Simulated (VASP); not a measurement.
# Al: single point with PBEsol

Al:

```xyz
2
Lattice="2.9926 0.0000 0.0000 -1.4963 2.5916 0.0000 0.0000 0.0000 4.5214" Properties=species:S:1:pos:R:3 pbc="T T T"
Al    1.4963    0.8639    3.3910
Al    0.0000    1.7278    1.1303
```

This cell differs from its parent crystal: strain +0.050 along x and y, -0.025 along z.

```
Program             : VASP 6.6.1
Task                : single point
Functional          : PBEsol
Potentials or basis : VASP PAW PBE potentials, release 64 (Al)
Cutoff              : 520 eV
k mesh              : 24 × 24 × 14
Occupations         : gaussian, width 0.15 eV
Spin                : no spin polarisation
```

| Property | Result |
| --- | --- |
| Pressure | -4.3 GPa |
| Band gap on the k mesh | zero (bands 3 and 4 overlap by 8.33 eV) |

Stress tensor (GPa, compression positive):
```
-5.73  0.00  0.00
 0.00 -5.73  0.00
 0.00  0.00 -1.41
```

Levels at points of the mesh, in eV from the Fermi level:
```csv
k point,band 1,band 2,band 3,band 4,band 5,band 6,band 7
"(0.00, 0.00, 0.00)",-10.71,-3.91,-3.34,8.86,8.86,9.69,9.69
"(0.50, 0.00, 0.00)",-5.51,-5.10,0.70,1.74,1.77,2.17,4.45
"(0.00, 0.00, 0.50)",-8.91,-8.91,4.79,4.79,10.35,10.35,10.35
"(0.50, 0.00, 0.50)",-3.86,-3.86,-3.24,-3.24,6.02,6.02,7.31
```

Wall time 2.4 min on 1 thread of AMD EPYC 7R43 64-Core Processor (Zen 3), on a shared host, peak memory 0.23 GiB.

Caveat: the cell differs from its parent crystal (strain +0.050 along x and y, -0.025 along z); the cell stands under tension; the PAW data sets were made with another functional, which shifts forces and pressure a little.
